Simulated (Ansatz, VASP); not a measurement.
## Two plane-wave programs on Br

```xyz
3
Lattice="4.5976 0.0000 0.0000 0.0000 4.5976 0.0000 0.0000 0.0000 4.5976" Properties=species:S:1:pos:R:3 pbc="T T T"
Br    2.2981   -0.0211    0.0094
Br    0.0164    2.3048   -0.0078
Br   -0.0157    0.0151    2.2972
```

Alike in both runs: task single point; functional LDA; k mesh 3 × 3 × 3; occupations methfessel-paxton of order 1, width 0.05 eV; no spin polarisation.

|  | VASP | Ansatz |
| --- | --- | --- |
| version | VASP 6.6.1 | Ansatz 0.2.0 |
| potentials or method | VASP PAW LDA potentials, release 64 (Br), cutoff 500 eV | plane waves, PAW |
| valence electrons in the cell | 21 | 21 |

|  | VASP | Ansatz | Ansatz less VASP |
| --- | --- | --- | --- |
| rms of the force components (eV/Å) | 0.022 | 0.022 | -0.0003 |

LDA's correlation is that of Perdew and Zunger in VASP and of Perdew and Wang (1992) in Ansatz. Atom by atom the forces differ by 0.000 eV/Å (rms over components).

The k mesh is coarse, so the values compare programs but aren't converged.
